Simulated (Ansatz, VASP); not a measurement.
Os: VASP beside Ansatz

```
Os
1.0
     2.74318    0.00000    0.00000
    -1.37159    2.37567    0.00000
     0.00000    0.00000    4.33405
Os
2
Direct
  0.33333 0.66667 0.25000
  0.66667 0.33333 0.75000
```

Change from the starting cell: volume scaled by 1.01, PAW files.

Alike in both runs: task electric field gradients; functional PBEsol; k mesh 17 × 17 × 10; occupations fermi-dirac, width 0.08 eV; no spin polarisation.

```csv
,VASP,Ansatz
version,VASP 6.6.1,Ansatz 0.2.0
potentials or method,"VASP PAW PBE potentials, release 64 (Os)","PAW with Ansatz's default frozen-core files, scalar-relativistic"
plane-wave cutoff (eV),520,420
valence electrons in the cell,16,32
```

|  | VASP | Ansatz | Ansatz less VASP |
| --- | --- | --- | --- |
| pressure (GPa) | -6.5 | -6.8 | -0.27 |
| traceless stress, the component that is largest in VASP (GPa) | -0.64 | -0.59 | +0.056 |
| size of Vzz on the site where it differs most (V/Å²) | 79.0 | 60.1 | -18.82 |

VASP's potentials were made for PBE, not for PBEsol. VASP's potentials hold 16 valence electrons a cell and Ansatz's 32, so a difference there can come from the potentials and not from the codes.

Spin-orbit coupling is off throughout.
